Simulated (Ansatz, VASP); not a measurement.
# V3I: VASP beside Ansatz

INCAR

```
SYSTEM = V3I
ALGO = Normal
EDIFF = 1E-6
EDIFFG = -0.04
ENCUT = 600
GGA = PE
IBRION = 2
ISIF = 3
ISMEAR = 0
ISPIN = 2
LASPH = .True.
LCHARG = .False.
LMAXMIX = 4
LORBIT = 11
LREAL = .False.
LWAVE = .False.
MAGMOM = 0.12 0.12 0.12 0
NELM = 150
NSW = 90
PREC = Accurate
SIGMA = 0.1
```

KPOINTS

```
k-points
0
Gamma
  4 4 4
  0 0 0
```

File POSCAR:

```
V3I
1.0
    4.2973687295      0.0000000000      0.0000000000
    0.0000000000      4.2973687295      0.0000000000
    0.0000000000      0.0000000000      4.2973687295
V I
3 1
Direct
    0.0000000000      0.5000000000      0.5000000000
    0.5000000000      0.0000000000      0.5000000000
    0.5000000000      0.5000000000      0.0000000000
    0.0000000000      0.0000000000      0.0000000000
```

Input for Ansatz:

```yaml
crystal:
  lattice:
    - [4.2973687295, 0.0, 0.0]
    - [0.0, 4.2973687295, 0.0]
    - [0.0, 0.0, 4.2973687295]
  atoms:
    - { symbol: V, position: [0.0, 0.5, 0.5], spin: 0.12 }
    - { symbol: V, position: [0.5, 0.0, 0.5], spin: 0.12 }
    - { symbol: V, position: [0.5, 0.5, 0.0], spin: 0.12 }
    - { symbol: I, position: [0.0, 0.0, 0.0] }
basis:
  ecutwfc: 420
kpoints:
  mp_grid: { grid: [4, 4, 4] }
hamiltonian:
  xc: pbe
scf:
  occupations: { method: gaussian, width: 0.1 }
  lower_state_search: "off"
output:
  forces: true
  stress: true
  eigenvalues: true
  populations: true
magnetization:
  spin_polarized: true
relax:
  adjacent_minimum: "off"
  f_tol: 0.04
  max_steps: 70
  cell: { stress_tol: 0.4 }
```

Alike in both runs: task relaxation of cell and atoms; functional PBE; k mesh 4 × 4 × 4; occupations gaussian, width 0.1 eV; collinear spin.

|  | VASP | Ansatz |
| --- | --- | --- |
| version | VASP 6.6.1 | Ansatz 0.2.0 |
| potentials or method | VASP PAW PBE potentials, release 64 (V_sv, I), cutoff 600 eV | scalar-relativistic, plane waves, PAW |
| valence electrons in the cell | 46 | 56 |

Ansatz gave:

* gap on the k mesh at the Fermi level, each at its own relaxed structure (eV): none
* net moment per atom (μB): 0.00
* relaxed volume (Å³/atom): 15.31
* relaxed length of the cell vector where the two differ most in proportion (Å): 3.942

Problem. Which values does VASP return?

Solution. gap on the k mesh at the Fermi level, each at its own relaxed structure (eV): none; net moment per atom (μB): 0.00; relaxed volume (Å³/atom): 15.28; relaxed length of the cell vector where the two differ most in proportion (Å): 3.939.

A gap of «none» marks a metal or a gap that the smearing closes. VASP's potentials hold 46 valence electrons a cell and Ansatz's 56, so a difference there can come from the potentials and not from the codes. Ansatz's warnings: seeded moment not kept.

The k mesh is coarse, so the values compare programs but aren't converged. Spin-orbit coupling is off throughout. Noted on VASP's run: the volume moved by over 15 % at a fixed basis, so the end points are rough.
